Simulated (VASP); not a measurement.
Runs of VASP 6.6.1 on CdS. The structure is that of space group F-43m (No. 216), or close to it. The cells are those of the table. 

| cell | gap on the mesh (eV) | pressure (GPa) |
| --- | --- | --- |
| a = 4.445 Å, angles 60.0°, 2 atoms | 0.64 | -6.1 |
| a = 3.786 Å, angles 60.0°, 2 atoms | 1.64 | 33.7 |
| a = 4.034, b = 4.034, c = 3.951 Å, angles 60.7, 60.7, 58.6°, 2 atoms | 1.29 | 10.4 |
| a = 3.869, b = 3.869, c = 3.786 Å, angles 60.7, 60.7, 58.6°, 2 atoms | (a) | 26.3 |
| a = 3.951 Å, angles 60.0°, 2 atoms | (b) | 14.8 |

Alike in all rows: task single point; level PBE; potentials or basis VASP PAW PBE potentials, release 64 (Cd, S); no spin polarisation; k mesh 8 × 8 × 8; cutoff (eV) 520; smearing gaussian 0.05 eV.

Question: Estimate the missing entries.

Answer: (a) 1.52; (b) 1.42.

Caveats: the cell stands under pressure (at least some runs); the cell stands under tension (at least some runs).

A k mesh can miss the band edges, and the runs leave out spin-orbit coupling on Cd.
